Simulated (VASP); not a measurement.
# TaN (P-6m2) in VASP: settings compared

The runs below take TaN through single point, with r2SCANh, LDA, PBE.

Program: VASP 6.6.1. These are calculated values, not measurements. Logs are shortened: lines on timing, memory, paths and dates and some standing lists are left out, and cuts for length are marked.

## (1) The cell of the first run

Symmetry: P-6m2, No. 187, hexagonal system. The conventional cell has a = 2.938 Å, b = 2.938 Å, c = 2.883 Å, α = 90.00°, β = 90.00°, γ = 120.00°. Ta (site symmetry -6m2) has 6 N at 2.23 Å and 8 Ta at 2.88 to 2.94 Å within 3.0 Å. N (site symmetry -6m2) has 6 Ta at 2.23 Å and 8 N at 2.88 to 2.94 Å within 3.0 Å.

## (2) Single point, r2SCANh

File POSCAR:

```
TaN
1.0
    2.9380011100      0.0000000000      0.0000000000
   -1.4690005500      2.5443836000      0.0000000000
    0.0000000000      0.0000000000      2.8830022100
Ta N
1 1
Direct
    0.3333333333      0.6666666667      0.5000000000
    0.0000000000      0.0000000000      0.0000000000
```

File INCAR.step1:

```
PREC = Accurate ; ENCUT = 580
EDIFF = 1E-5 ; ISMEAR = -1
SIGMA = 0.05 ; LREAL = False
LASPH = True ; NELM = 120
ALGO = Normal ; ISIF = 2
LWAVE = True ; LCHARG = False
GGA = PE ; NBANDS = 16
GGA_COMPAT = False
```

File INCAR.step2:

```
PREC = Accurate ; ENCUT = 580
EDIFF = 1E-6 ; ISMEAR = -1
SIGMA = 0.05 ; LREAL = False
LASPH = True ; NELM = 120
ALGO = Normal ; ISIF = 2
LWAVE = False ; LCHARG = False
METAGGA = R2SCAN ; LHFCALC = True
AEXX = 0.1 ; LMIXTAU = True
PRECFOCK = Normal ; ISTART = 1
NBANDS = 16 ; GGA_COMPAT = False
```

File KPOINTS:

```
regular mesh
0
Gamma
  5 5 5
```

Potentials or basis: VASP PAW PBE potentials, release 64 (Ta_sv_GW, N).

The run is started by

```bash
> cat potpaw_PBE.64/Ta_sv_GW/POTCAR potpaw_PBE.64/N/POTCAR > POTCAR
> cp INCAR.step1 INCAR
> mpirun -np 1 vasp_std > vasp.out
> cp INCAR.step2 INCAR
> mpirun -np 1 vasp_std > vasp.out
```

OUTCAR:

```text
PREC = Accurate
   ENCUT = 580
   EDIFF = 1E-6
   ISMEAR = -1
   LREAL = False
   LASPH = True
   NELM = 120
   ISIF = 2
   METAGGA = R2SCAN
   LHFCALC = True
   AEXX = 0.1
   PRECFOCK = Normal
   ISTART = 1

 ion  position               nearest neighbor table
   1  0.333  0.667  0.500-   2 2.23   2 2.23   2 2.23   2 2.23   2 2.23   2 2.23
   2  0.000  0.000  0.000-   1 2.23   1 2.23   1 2.23   1 2.23   1 2.23   1 2.23

  LATTYP: Found a hexagonal cell.
 ALAT       =     2.9380011100
 C/A-ratio  =     0.9812801636

  Lattice vectors:

 A1 = (   2.9380011100,   0.0000000000,   0.0000000000)
 A2 = (  -1.4690005500,   2.5443836000,   0.0000000000)
 A3 = (   0.0000000000,   0.0000000000,   2.8830022100)

Analysis of symmetry for initial positions (statically):
=====================================================================
 Subroutine PRICEL returns:
 Original cell was already a primitive cell.

 Routine SETGRP: Setting up the symmetry group for a
 hexagonal supercell.

 Subroutine GETGRP returns: Found 12 space group operations
 (whereof 12 operations were pure point group operations)
 out of a pool of 24 trial point group operations.

The static configuration has the point symmetry D_3h.

Analysis of symmetry for dynamics (positions and initial velocities):
=====================================================================
 Subroutine PRICEL returns:
 Original cell was already a primitive cell.

 Routine SETGRP: Setting up the symmetry group for a
 hexagonal supercell.

 Subroutine GETGRP returns: Found 12 space group operations
 (whereof 12 operations were pure point group operations)
 out of a pool of 24 trial point group operations.

The dynamic configuration has the point symmetry D_3h.

 Subroutine INISYM returns: Found 12 space group operations
 (whereof 12 operations are pure point group operations),
 and found     1 'primitive' translations

----------------------------------------------------------------------------------------

                                     Primitive cell

  volume of cell :      21.5516

  direct lattice vectors                    reciprocal lattice vectors
     2.938001110  0.000000000  0.000000000     0.340367468  0.196511249  0.000000000
    -1.469000550  2.544383600  0.000000000     0.000000000  0.393022499  0.000000000
     0.000000000  0.000000000  2.883002210     0.000000000  0.000000000  0.346860643

  length of vectors
     2.938001110  2.938001110  2.883002210     0.393022499  0.393022499  0.346860643

  position of ions in fractional coordinates (direct lattice)
     0.333333333  0.666666667  0.500000000
     0.000000000  0.000000000  0.000000000

  ion indices of the primitive-cell ions
   primitive index   ion index
                 1           1
                 2           2

----------------------------------------------------------------------------------------

 KPOINTS: regular mesh

Automatic generation of k-mesh.
 Grid dimensions read from file:
 generate k-points for:    5    5    5

 Generating k-lattice:

  Cartesian coordinates                     Fractional coordinates (reciprocal lattice)
     0.068073494  0.039302250  0.000000000     0.200000000  0.000000000  0.000000000
     0.000000000  0.078604500  0.000000000     0.000000000  0.200000000  0.000000000
     0.000000000  0.000000000  0.069372129     0.000000000  0.000000000  0.200000000

  Length of vectors
     0.078604500  0.078604500  0.069372129

  Shift w.r.t. Gamma in fractional coordinates (k-lattice)
     0.000000000  0.000000000  0.000000000

 Subroutine IBZKPT returns following result:
 ===========================================

 Found     15 irreducible k-points:

 Following reciprocal coordinates:
            Coordinates               Weight
  0.000000  0.000000  0.000000      1.000000
  0.200000 -0.000000  0.000000      6.000000
  0.400000 -0.000000  0.000000      6.000000
  0.200000  0.200000  0.000000      6.000000
  0.400000  0.200000  0.000000      6.000000
  0.000000  0.000000  0.200000      2.000000
  0.200000 -0.000000  0.200000     12.000000
  0.400000 -0.000000  0.200000     12.000000
  0.200000  0.200000  0.200000     12.000000
  0.400000  0.200000  0.200000     12.000000
  0.000000  0.000000  0.400000      2.000000
  0.200000 -0.000000  0.400000     12.000000
  0.400000 -0.000000  0.400000     12.000000
  0.200000  0.200000  0.400000     12.000000
  0.400000  0.200000  0.400000     12.000000
   k-points           NKPTS =     15   k-points in BZ     NKDIM =    125   number of bands    NBANDS=     16
   number of dos      NEDOS =    301   number of ions     NIONS =      2
   total plane-waves  NPLWV =  13824
   dimension x,y,z NGX =    24 NGY =   24 NGZ =   24
   dimension x,y,z NGXF=    48 NGYF=   48 NGZF=   48
   ions per type =               1   1
   NGX,Y,Z   is equivalent  to a cutoff of  13.58, 13.58, 13.84 a.u.
   NGXF,Y,Z  is equivalent  to a cutoff of  27.16, 27.16, 27.68 a.u.
 SYSTEM =  unknown system
   PREC   = accura    normal or accurate (medium, high low for compatibility)
   ISTART =      1    job   : 0-new  1-cont  2-samecut
   ICHARG =      0    charge: 1-file 2-atom 10-const
   ISPIN  =      1    spin polarized calculation?
   LNONCOLLINEAR =      F non collinear calculations
   LSORBIT =      F    spin-orbit coupling
   LASPH  =      T    aspherical Exc in radial PAW
   ENCUT  =  580.0 eV  42.63 Ry    6.53 a.u.   5.77  5.77  5.66*2*pi/ulx,y,z
   NELM   =    120;   NELMIN=  2; NELMDL=  0     # of ELM steps
   EDIFF  = 0.1E-05   stopping-criterion for ELM
   LREAL  =      F    real-space projection
   EDIFFG = 0.1E-04   stopping-criterion for IOM
   NSW    =      0    number of steps for IOM
   IBRION =     -1    ionic relax: 0-MD 1-quasi-New 2-CG
   NFREE  =      0    steps in history (QN), initial steepest desc. (CG)
   ISIF   =      2    stress and relaxation
   ISYM   =      3    0-nonsym 1-usesym 2-fastsym
   POTIM  = 0.5000    time-step for ionic-motion
   TEBEG  =    0.0;   TEEND  =   0.0 temperature during run
   PSTRESS=    0.0 pullay stress
   NELECT =      18.0000    total number of electrons
   NUPDOWN=      -1.0000    fix difference up-down
   EMIN   =  10.00;   EMAX   =-10.00  energy-range for DOS
   EFERMI =   0.00;   METHOD = LEGACY
   ISMEAR =    -1;   SIGMA  =   0.05  broadening in eV -4-tet -1-fermi 0-gaus
   EFERMI_NEDOS =   21; number of points for ismear=-14 and -15
   IALGO  =     38    algorithm
   IMIX   =      1    mixing-type and parameters
     AMIX     =   0.40;   BMIX     =  1.00
     AMIX_MAG =   1.60;   BMIX_MAG =  1.00
  volume/ion in A,a.u.               =      10.78        72.72
  Fermi-wavevector in a.u.,A,eV,Ry     =   1.541721  2.913430 32.339743  2.376904
  Thomas-Fermi vector in A             =   2.647627
   LORBIT       =      0    0 simple, 1 ext, 2 COOP (PROOUT), +10 PAW based schemes
   METAGGA = R2SCAN    functional components
   LHFCALC =     T    Hartree Fock is set to
   PRECFOCK=normal    Normal, Fast or Accurate (Low or Medium for compatibility)
   ENCUT4O =  -1.0   cutoff for four orbital integrals eV
   NKREDX  =     1    reduce k-point grid by
   NKREDY  =     1    reduce k-point grid by
   NKREDZ  =     1    reduce k-point grid by
   AEXX    =    0.1000 exact exchange contribution
   HFSCREEN=    0.0000 screening length (either q_TF or 0.3 A-1)
   HFSCREENC=   0.0000 screening length for correlation (either q_TF or 0.3 A-1)
   ENCUTFOCK=  -1.0 apply spherical cutoff to Coloumb kernel
   IVDW    =     0    specifies the selected vdW correction
   LEPSILON=     F    determine dielectric tensor
   LRPA    =     F    only Hartree local field effects (RPA)
 non-spin polarized calculation
  energy-cutoff  :      580.00
  volume of cell :       21.55
 maximum number of plane-waves:       692
 NGX is ok and might be reduce to    24
  NGX = 18; NGY = 18; NGZ = 18

 number of electron      17.9999999 magnetization

 Free energy of the ion-electron system (eV)
  ---------------------------------------------------
  ext. energy  EPLUGINS =         0.00000000
  ---------------------------------------------------
  free energy    TOTEN  =       -61.44753310 eV

  energy without entropy =      -61.44531503  energy(sigma->0) =      -61.44642406

 E-fermi :  12.4904     XC(G=0): -13.3369

 val. band max:       12.4903155471   @ k =   0.0000   0.0000   0.4000
 cond. band min:      12.4903999146   @ k =   0.0000   0.0000   0.4000
 fundamental gap:      0.0000843675
 Fermi energy:        12.4903577307

 k-point     1 :       0.0000    0.0000    0.0000
  band No.  band energies     occupation
      1     -59.7707      2.00000
      2     -24.7787      2.00000
      3     -24.5242      2.00000
      4     -24.5242      2.00000
      5      -7.3214      2.00000
      6       7.1094      2.00000
[... 8 lines left out ...]
     15      26.5356      0.00000
     16      29.8011      0.00000

 k-point     2 :       0.2000   -0.0000    0.0000
  band No.  band energies     occupation
      1     -59.7414      2.00000
      2     -24.9335      2.00000
      3     -24.7248      2.00000
      4     -24.6125      2.00000
      5      -6.5503      2.00000
      6       5.3087      2.00000
[... 8 lines left out ...]
     15      26.5640      0.00000
     16      30.8562      0.00000

 k-point     3 :       0.4000   -0.0000    0.0000
  band No.  band energies     occupation
      1     -59.6938      2.00000
      2     -25.5450      2.00000
      3     -24.7521      2.00000
      4     -24.6370      2.00000
      5      -5.2246      2.00000
      6       3.4295      2.00000
[... 8 lines left out ...]
     15      26.3038      0.00000
     16      29.2426      0.00000

 k-point     4 :       0.2000    0.2000    0.0000
  band No.  band energies     occupation
      1     -59.7029      2.00000
      2     -25.3324      2.00000
      3     -24.8358      2.00000
      4     -24.6540      2.00000
      5      -5.4743      2.00000
      6       4.0401      2.00000
[... 8 lines left out ...]
     15      27.3865      0.00000
     16      29.4823      0.00000

 k-point     5 :       0.4000    0.2000    0.0000
  band No.  band energies     occupation
      1     -59.6790      2.00000
      2     -25.5150      2.00000
      3     -25.0278      2.00000
      4     -24.6100      2.00000
      5      -4.7458      2.00000
      6       3.6143      2.00000
[... 8 lines left out ...]
     15      25.7641      0.00000
     16      29.6000      0.00000

 k-point     6 :       0.0000    0.0000    0.2000
  band No.  band energies     occupation
      1     -59.7517      2.00000
      2     -25.1386      2.00000
      3     -24.4955      2.00000
      4     -24.4955      2.00000
      5      -6.5205      2.00000
      6       5.2562      2.00000
[... 8 lines left out ...]
     15      27.9605      0.00000
     16      29.8479      0.00000
[... 96 lines left out ...]
 k-point    12 :       0.2000   -0.0000    0.4000
  band No.  band energies     occupation
      1     -59.6922      2.00000
      2     -25.5864      2.00000
      3     -24.8191      2.00000
      4     -24.5291      2.00000
      5      -5.0287      2.00000
      6       3.4202      2.00000
[... 8 lines left out ...]
     15      26.0448      0.00000
     16      29.4613      0.00000

 k-point    13 :       0.4000   -0.0000    0.4000
  band No.  band energies     occupation
      1     -59.6458      2.00000
      2     -25.4323      2.00000
      3     -25.3802      2.00000
      4     -24.6567      2.00000
      5      -5.2056      2.00000
      6       3.9661      2.00000
[... 8 lines left out ...]
     15      26.2002      0.00000
     16      28.4883      0.00000

 k-point    14 :       0.2000    0.2000    0.4000
  band No.  band energies     occupation
      1     -59.6547      2.00000
      2     -25.4608      2.00000
      3     -25.1841      2.00000
      4     -24.7346      2.00000
      5      -5.1408      2.00000
      6       4.4158      2.00000
[... 8 lines left out ...]
     15      26.6332      0.00000
     16      27.4896      0.00000

 k-point    15 :       0.4000    0.2000    0.4000
  band No.  band energies     occupation
      1     -59.6314      2.00000
      2     -25.3803      2.00000
      3     -25.3549      2.00000
      4     -24.9108      2.00000
      5      -5.1984      2.00000
      6       3.8350      2.00000
[... 8 lines left out ...]
     15      25.1006      0.00000
     16      26.8754      0.00000

------------------------ aborting loop because EDIFF is reached ----------------------------------------

  FORCE on cell =-STRESS in cart. coord.  units (eV):
  Direction    XX          YY          ZZ          XY          YZ          ZX
  --------------------------------------------------------------------------------------
  -------------------------------------------------------------------------------------
  Total       -0.4316392     -0.4316392     -0.4883936     -0.0000000     -0.0000000      0.0000000
  in kB      -32.0886836    -32.0886837    -36.3078917     -0.0000001     -0.0000000      0.0000000
  external PRESSURE =     -33.4950864 kB  Pullay stress =       0.0000000 kB

 VOLUME and BASIS-vectors are now :
 -----------------------------------------------------------------------------
  energy-cutoff  :      580.00
  volume of cell :       21.55
      direct lattice vectors                 reciprocal lattice vectors
     2.938001110  0.000000000  0.000000000     0.340367468  0.196511249  0.000000000
    -1.469000550  2.544383600  0.000000000     0.000000000  0.393022499  0.000000000
     0.000000000  0.000000000  2.883002210     0.000000000  0.000000000  0.346860643

 POSITION                                       TOTAL-FORCE (eV/Angst)
 -----------------------------------------------------------------------------------
      0.00000      1.69626      1.44150         0.000000      0.000000      0.000000
      0.00000      0.00000      0.00000        -0.000000     -0.000000      0.000000
 -----------------------------------------------------------------------------------
    total drift:                               -0.000000      0.000000      0.000000

  FREE ENERGIE OF THE ION-ELECTRON SYSTEM (eV)
  ---------------------------------------------------
  free  energy   TOTEN  =       -61.4475330974 eV

  energy  without entropy=      -61.4453150267  energy(sigma->0) =      -61.44642406
```

Run time: 26 min. Hardware: 1 thread of Intel Xeon Platinum 8488C (Sapphire Rapids), shared host; peak memory 0.16 GiB.

What came out:

* Free energy: -61.4475 eV
* Pressure: -3.3 GPa
* Band gap on the k mesh: zero (filled and empty bands touch)

Levels at points of the mesh, in eV from the Fermi level:
```
           k point  band 5  band 6  band 7  band 8  band 9  band 10  band 11  band 12  band 13  band 14
(0.00, 0.00, 0.00)  -19.81   -5.38   -5.38   -4.91   -3.66     2.69     4.03     4.03     4.59     4.59
```

Caveat: the k points lie up to 0.49 Å⁻¹ apart; the PAW data sets were made with another functional, which shifts forces and pressure a little; spin-orbit coupling is left out, which moves the levels of the heavy elements.

## (3) Single point, LDA, non-collinear spin, zero start, spin-orbit coupling

File INCAR:

```
SYSTEM = TaN
PREC     = Accurate       ! precision mode
ENCUT    = 700            ! plane-wave cutoff, eV
EDIFF    = 1E-6           ! SCF threshold, eV
ISMEAR   = -1             ! smearing method
SIGMA    = 0.05           ! smearing width, eV
LREAL    = .False.        ! projectors in reciprocal space
LASPH    = .True.         ! aspherical terms in the spheres
NELM     = 200            ! most SCF steps
ALGO     = Normal         ! electronic algorithm
ISIF     = 2              ! what is computed and relaxed
LWAVE    = .False.        ! write WAVECAR
LCHARG   = .False.        ! write CHGCAR
MAGMOM   = 0 0 0 0 0 0    ! initial moments
LORBIT   = 11             ! projections on sites
LSORBIT  = .True.         ! spin-orbit coupling
GGA_COMPAT= .False.      
LORBMOM  = .True.       
LMAXMIX  = 4              ! l up to which the mixer works
NBANDS   = 30             ! bands
```

File KPOINTS:

```
Automatic mesh
0
Gamma
  7 7 7
  0 0 0
```

POSCAR is that of step 2.

Potentials or basis: VASP PAW LDA potentials, release 64 (Ta_sv_GW, N).

The run is started by

```bash
> cat potpaw_LDA.64/Ta_sv_GW/POTCAR potpaw_LDA.64/N/POTCAR > POTCAR
> mpirun -np 1 vasp_ncl > vasp.out
```

Run time: 58 s. Hardware: 1 thread of Intel Xeon 6975P-C (Granite Rapids), shared host; peak memory 0.25 GiB.

It converged, with:

```yaml
Free_energy: -28.6212 eV
Pressure: -10.4 GPa
Net_moment: 0.00 μB per cell
Valence_electrons_inside_the_program's_atomic_spheres: Ta 11.71; N 3.68
```

Stress tensor (GPa, compression positive):
```
 -9.69   0.00   0.00
  0.00  -9.69   0.00
  0.00   0.00 -11.73
```

Moments on the atoms (μB; x, y, z):
```
Ta  0.00 0.00 0.00
N   0.00 0.00 0.00
```

Caveat: the cell stands under tension.

(Part 1 of 2 ends here.)

The gap in the log of VASP goes by the Fermi energy; the results here count the filled bands.